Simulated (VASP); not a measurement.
# Sr4Al8Ge8H (a cell with a defect) in VASP: single point with PBEsol

Aim: the single point of Sr4Al8Ge8H (a cell with a defect) with PBEsol.

Everything below comes from runs of VASP 6.6.1. Logs are shortened: lines on timing, memory, paths and dates and some standing lists are left out, and cuts for length are marked.

### Step 1. The cell of the first run

The cell holds a defect, 21 atoms: a = 8.456 Å, b = 7.323 Å, c = 7.471 Å, α = 90.00°, β = 90.00°, γ = 90.00°.

### Step 2. Single point, PBEsol

File INCAR:

```
SYSTEM = Sr4Al8Ge8H
PREC = Accurate
ENCUT = 520
EDIFF = 1E-6
ISMEAR = 0
SIGMA = 0.1
LREAL = Auto
LASPH = .TRUE.
NELM = 60
ALGO = Normal
ISIF = 2
LWAVE = .FALSE.
LCHARG = .FALSE.
GGA = PS
NBANDS = 104
```

File KPOINTS:

```
Automatic mesh
0
G
  2 2 2
  0 0 0
```

File POSCAR:

```
Sr4Al8Ge8H
1.0
   -4.2279640000     -7.3230480000      0.0000000000
    6.3419450000     -3.6615240000      0.0000000000
    0.0000000000      0.0000000000      7.4707450000
Sr Al Ge H
4 8 8 1
Direct
    0.7486609081      0.5056646451      0.0002525853
    0.4996834609      0.0050610158      0.0006257743
    0.2506636949      0.5055263138      0.0001294382
   -0.0003238748      0.0044071131      0.0016100135
    0.4995288312      0.6676953072      0.3791046275
    0.4996998996      0.3386719983      0.6231130898
    0.2511438877      0.1719953919      0.3784072405
    0.2517015924      0.8377979108      0.6228845985
   -0.0004618583      0.6692825749      0.3811044280
   -0.0002833645      0.3387444932      0.6241654614
    0.7482779929      0.1719771168      0.3783905086
    0.7476268910      0.8379744038      0.6229077555
    0.4996921112      0.6704557131      0.7278801512
    0.4996938152      0.3364763431      0.2732499905
    0.2497366598      0.1713533635      0.7264205913
    0.2538608940      0.8389030054      0.2740382653
   -0.0003725482      0.6724681276      0.7251917981
   -0.0002438601      0.3386032153      0.2732940289
    0.7496705334      0.1714828853      0.7264389295
    0.7452918035      0.8389381987      0.2741545857
    1.0013774840     -0.0932050100      0.3177717885
```

Potentials or basis: VASP PAW PBE potentials, release 64 (Sr_sv, Al, Ge_d, H).

Run with:

```sh
$ cat potpaw_PBE.64/Sr_sv/POTCAR potpaw_PBE.64/Al/POTCAR potpaw_PBE.64/Ge_d/POTCAR potpaw_PBE.64/H/POTCAR > POTCAR
$ mpirun -np 1 vasp_std > vasp.out
```

OUTCAR:

```text
SYSTEM = Sr4Al8Ge8H
   PREC = Accurate
   ENCUT = 520
   EDIFF = 1E-6
   ISMEAR = 0
   LREAL = Auto
   LASPH = .TRUE.
   NELM = 60
   ISIF = 2
   GGA = PS

 ion  position               nearest neighbor table
   1  0.749  0.506  0.000-  13 3.17  14 3.18  20 3.19  18 3.19  19 3.19  17 3.20   5 3.72   6 3.72
                            12 3.72  10 3.73  11 3.74   9 3.75   3 4.21   2 4.22   4 4.22   2 4.23
   2  0.500  0.005  0.001-  20 3.16  16 3.16  14 3.17  15 3.19  19 3.19  13 3.19  12 3.72   8 3.72
                             7 3.73  11 3.73   6 3.73   5 3.75   1 4.22   3 4.22   3 4.23   1 4.23
   3  0.251  0.506  0.000-  13 3.17  14 3.18  16 3.19  18 3.19  15 3.19  17 3.20   5 3.72   6 3.72
                             8 3.72  10 3.73   7 3.74   9 3.75   1 4.21   2 4.22   4 4.23   2 4.23
   4  1.000  0.004  0.002-  21 2.47  18 3.18  17 3.19  19 3.19  15 3.19  16 3.20  20 3.20  10 3.73
                            11 3.73   7 3.74  12 3.75   8 3.75   9 3.75   1 4.22   3 4.23   2 4.23
   5  0.500  0.668  0.379-  16 2.55  20 2.55  14 2.55  13 2.61   6 3.02   8 3.04  12 3.05   3 3.72
                             1 3.72   2 3.75
   6  0.500  0.339  0.623-  13 2.55  19 2.56  15 2.56  14 2.61   5 3.02   7 3.04  11 3.04   3 3.72
                             1 3.72   2 3.73
   7  0.251  0.172  0.378-  14 2.55  16 2.56  18 2.57  15 2.60   6 3.04   8 3.05  10 3.06   2 3.73
                             4 3.74   3 3.74
   8  0.252  0.838  0.623-  13 2.55  15 2.56  17 2.57  16 2.61   5 3.04   7 3.05   9 3.05   2 3.72
                             3 3.72   4 3.75
   9  1.000  0.669  0.381-  21 1.80  18 2.55  17 2.57  20 2.61  16 2.61  10 3.03  12 3.05   8 3.05
                             1 3.75   3 3.75   4 3.75
  10  1.000  0.339  0.624-  17 2.56  19 2.56  15 2.56  18 2.62   9 3.03   7 3.06  11 3.06   3 3.73
                             1 3.73   4 3.73
  11  0.748  0.172  0.378-  14 2.55  20 2.56  18 2.57  19 2.60   6 3.04  12 3.05  10 3.06   2 3.73
                             4 3.73   1 3.74
  12  0.748  0.838  0.623-  13 2.55  19 2.56  17 2.57  20 2.61   5 3.05  11 3.05   9 3.05   2 3.72
                             1 3.72   4 3.75
  13  0.500  0.670  0.728-   8 2.55  12 2.55   6 2.55   5 2.61   1 3.17   3 3.17   2 3.19
  14  0.500  0.336  0.273-   7 2.55  11 2.55   5 2.55   6 2.61   2 3.17   1 3.18   3 3.18
  15  0.250  0.171  0.726-  10 2.56   6 2.56   8 2.56   7 2.60   2 3.19   3 3.19   4 3.19
  16  0.254  0.839  0.274-   5 2.55   7 2.56   8 2.61   9 2.61   2 3.16   3 3.19   4 3.20
  17  1.000  0.672  0.725-  10 2.56   8 2.57  12 2.57   9 2.57   4 3.19   1 3.20   3 3.20
  18  1.000  0.339  0.273-   9 2.55   7 2.57  11 2.57  10 2.62   4 3.18   3 3.19   1 3.19
  19  0.750  0.171  0.726-  10 2.56   6 2.56  12 2.56  11 2.60   2 3.19   1 3.19   4 3.19
  20  0.745  0.839  0.274-   5 2.55  11 2.56  12 2.61   9 2.61   2 3.16   1 3.19   4 3.20
  21  0.001  0.907  0.318-   9 1.80   4 2.47

  LATTYP: Found a simple orthorhombic cell.
 ALAT       =     7.3230474794
 B/A-ratio  =     1.0201688602
 C/A-ratio  =     1.1547006386

  Lattice vectors:

 A1 = (   6.3419450000,  -3.6615240000,   0.0000000000)
 A2 = (   0.0000000000,   0.0000000000,   7.4707450000)
 A3 = (  -4.2279640000,  -7.3230480000,   0.0000000000)

[... 165 lines left out ...]
   IMIX   =      4    mixing-type and parameters
     AMIX     =   0.40;   BMIX     =  1.00
     AMIX_MAG =   1.60;   BMIX_MAG =  1.00
  volume/ion in A,a.u.               =      22.03       148.66
  Fermi-wavevector in a.u.,A,eV,Ry     =   1.188485  2.245910 19.218172  1.412496
  Thomas-Fermi vector in A             =   2.324613
   LORBIT       =      0    0 simple, 1 ext, 2 COOP (PROOUT), +10 PAW based schemes
   GGA     = PS    functional components
   LHFCALC =     F    Hartree Fock is set to
   AEXX    =    0.0000 exact exchange contribution
   IVDW    =     0    specifies the selected vdW correction
   LEPSILON=     F    determine dielectric tensor
   LRPA    =     F    only Hartree local field effects (RPA)
 non-spin polarized calculation
 Gauss-broadening in eV      SIGMA  =   0.10
  energy-cutoff  :      520.00
  volume of cell :      462.61
 maximum number of plane-waves:     12488
 NGX is ok and might be reduce to    64
   NGX = 31   NGY = 27   NGZ = 27

 number of electron     177.0000061 magnetization

 Free energy of the ion-electron system (eV)
  ---------------------------------------------------
  ext. energy  EPLUGINS =         0.00000000
  ---------------------------------------------------
  free energy    TOTEN  =       -90.14525008 eV

  energy without entropy =      -90.13480066  energy(sigma->0) =      -90.14002537

 E-fermi :   4.9605     XC(G=0):  -9.7611

 val. band max:        4.8979196764   @ k =   0.0000   0.5000   0.0000
 cond. band min:       5.0329071472   @ k =   0.0000   0.0000   0.5000
 fundamental gap:      0.1349874708
 Fermi energy:         4.9605338984

 k-point     1 :       0.0000    0.0000    0.0000
  band No.  band energies     occupation
      1     -30.4989      2.00000
      2     -30.4916      2.00000
      3     -30.4680      2.00000
      4     -30.4346      2.00000
      5     -19.1308      2.00000
      6     -19.1264      2.00000
[... 813 lines left out ...]
     99       6.8051      0.00000
    100       6.8373      0.00000
 [bands above 100 left out]

------------------------ aborting loop because EDIFF is reached ----------------------------------------

  FORCE on cell =-STRESS in cart. coord.  units (eV):
  Direction    XX          YY          ZZ          XY          YZ          ZX
  --------------------------------------------------------------------------------------
  -------------------------------------------------------------------------------------
  Total       -0.0914833      2.2716832     -6.7835059      2.0530126     -0.1450965      0.2523648
  in kB       -0.3168368      7.8675831    -23.4935025      7.1102551     -0.5025167      0.8740219
  external PRESSURE =      -5.3142521 kB  Pullay stress =       0.0000000 kB

 VOLUME and BASIS-vectors are now :
 -----------------------------------------------------------------------------
  energy-cutoff  :      520.00
  volume of cell :      462.61
      direct lattice vectors                 reciprocal lattice vectors
    -4.227964000 -7.323048000  0.000000000    -0.059130123 -0.102416367  0.000000000
     6.341945000 -3.661524000  0.000000000     0.118260245 -0.068277589  0.000000000
     0.000000000  0.000000000  7.470745000     0.000000000  0.000000000  0.133855459

 POSITION                                       TOTAL-FORCE (eV/Angst)
 -----------------------------------------------------------------------------------
      0.04159     -7.33398      0.00189        -0.006305     -0.000337      0.000568
     -2.08055     -3.67774      0.00468         0.012542     -0.006597     -0.019012
      2.14622     -3.68662      0.00097        -0.002055      0.004889      0.001028
     -4.19865     -7.33681      0.01203        -0.002638      0.005231      0.007794
      2.12250     -6.10286      2.83219        -0.003763     -0.014116     -0.001568
      0.03513     -4.89938      4.65512        -0.003758      0.001647      0.011503
[... 13 lines left out ...]
      2.16943     -8.52960      2.04814        -0.017897     -0.015400      0.021859
      5.74502     -3.33034      2.37399         0.000313      0.004163     -0.009779
 -----------------------------------------------------------------------------------
    total drift:                               -0.001638     -0.004460      0.004341

  FREE ENERGIE OF THE ION-ELECTRON SYSTEM (eV)
  ---------------------------------------------------
  free  energy   TOTEN  =       -90.1452500807 eV

  energy  without entropy=      -90.1348006633  energy(sigma->0) =      -90.14002537
```

OSZICAR:

```text
N       E                     dE             d eps       ncg     rms          rms(c)
DAV:   1     0.251497382610E+04    0.25150E+04   -0.72920E+04  2240   0.324E+03
DAV:   2     0.458762153348E+03   -0.20562E+04   -0.19626E+04  1688   0.108E+03
DAV:   3    -0.308577255698E+02   -0.48962E+03   -0.46659E+03  1776   0.273E+02
DAV:   4    -0.889678551402E+02   -0.58110E+02   -0.56556E+02  2112   0.949E+01
DAV:   5    -0.921830599452E+02   -0.32152E+01   -0.31981E+01  2352   0.207E+01    0.354E+01
DAV:   6    -0.905665286219E+02    0.16165E+01   -0.40605E+00  2824   0.619E+00    0.208E+01
DAV:   7    -0.901545081231E+02    0.41202E+00   -0.20666E+00  2048   0.513E+00    0.227E+00
DAV:   8    -0.901463759304E+02    0.81322E-02   -0.26885E-01  2368   0.154E+00    0.780E-01
DAV:   9    -0.901454447749E+02    0.93116E-03   -0.30603E-02  2104   0.568E-01    0.408E-01
DAV:  10    -0.901451915022E+02    0.25327E-03   -0.34247E-03  2016   0.350E-01    0.153E-01
DAV:  11    -0.901452423420E+02   -0.50840E-04   -0.57992E-04  2440   0.123E-01    0.349E-02
DAV:  12    -0.901452457190E+02   -0.33770E-05   -0.61484E-05  2312   0.449E-02    0.179E-02
DAV:  13    -0.901452502491E+02   -0.45301E-05   -0.13984E-05  1984   0.231E-02    0.513E-03
DAV:  14    -0.901452500807E+02    0.16837E-06   -0.10971E-06  1144   0.970E-03
   1 F= -.90145250E+02 E0= -.90140025E+02  d E =-.104494E-01
```

It took 10 min on 1 thread of Intel Xeon Platinum 8375C at 2.90GHz (Ice Lake), shared host; peak memory 0.59 GiB.

Results:

```
Free energy            : -90.1453 eV
Pressure               : -0.5 GPa
Largest force          : 0.032 eV/Å
Band gap on the k mesh : zero (an odd number of electrons rules out a gap without spin polarisation)
```

Forces on the atoms (eV/Å):
```
Sr  -0.006  0.000  0.001
Sr   0.013 -0.007 -0.019
Sr  -0.002  0.005  0.001
Sr  -0.003  0.005  0.008
Al  -0.004 -0.014 -0.002
Al  -0.004  0.002  0.012
Al  -0.005 -0.002 -0.001
Al   0.006 -0.003  0.003
Al   0.012  0.001 -0.006
Al  -0.002  0.000 -0.001
Al  -0.004  0.003 -0.001
Al   0.003 -0.003 -0.003
Ge   0.009 -0.003 -0.015
Ge   0.002  0.000  0.008
Ge  -0.009 -0.013 -0.010
Ge   0.008  0.018  0.019
Ge  -0.009  0.004 -0.008
Ge   0.004  0.000  0.012
Ge   0.008  0.018 -0.008
Ge  -0.018 -0.015  0.022
H    0.000  0.004 -0.010
```

Caveat: the k points lie up to 0.43 Å⁻¹ apart, too coarse for converged energies and pressures of a metal; the PAW data sets were made with another functional, which shifts forces and pressure a little.
